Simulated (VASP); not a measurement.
A run of VASP 6.6.1 is set up as follows.

File INCAR:

```
ALGO     = Normal         # electronic algorithm
EDIFF    = 1E-6           # SCF threshold, eV
ENCUT    = 500            # plane-wave cutoff, eV
GGA      = PE             # functional
GGA_COMPAT= F            
ISIF     = 2              # what is computed and relaxed
ISMEAR   = 0              # smearing method
LASPH    = T              # aspherical terms in the spheres
LCHARG   = F              # write CHGCAR
LREAL    = F              # projectors in reciprocal space
LWAVE    = F              # write WAVECAR
NBANDS   = 30             # bands
NELM     = 120            # most SCF steps
PREC     = Accurate       # precision mode
SIGMA    = 0.02           # smearing width, eV
```

File KPOINTS:

```
k-points
0
Gamma
  6 6 6
```

File POSCAR:

```
CsSnBr3
1.0
    5.9484349371      0.0000000000      0.0000000000
    0.0000000000      5.9484349371      0.0000000000
    0.0000000000      0.0000000000      5.8780497709
Cs Sn Br
1 1 3
Direct
    0.0000000000      0.0000000000      0.0000000000
    0.5000000000      0.5000000000      0.5000000000
    0.5000000000      0.5000000000      0.0000000000
    0.5000000000      0.0000000000      0.5000000000
    0.0000000000      0.5000000000      0.5000000000
```

Potentials or basis: VASP PAW PBE potentials, release 64 (Cs_sv, Sn_d, Br).

The run is started by

```bash
$ cat potpaw_PBE.64/Cs_sv/POTCAR potpaw_PBE.64/Sn_d/POTCAR potpaw_PBE.64/Br/POTCAR > POTCAR
$ mpirun -np 1 vasp_std > vasp.out
```

Problem. Predict the pressure.

Solution. -0.3 GPa.

Problem. Predict the band gap on the k mesh.

Solution. 0.70 eV.

Stress tensor (GPa, compression positive):
```
-0.41  0.00  0.00
 0.00 -0.41  0.00
 0.00  0.00  0.00
```

Caveat: semilocal functionals underestimate gaps, and a narrow one can read as zero; spin-orbit coupling is left out, which moves the levels of the heavy elements. A k mesh can miss the band edges.
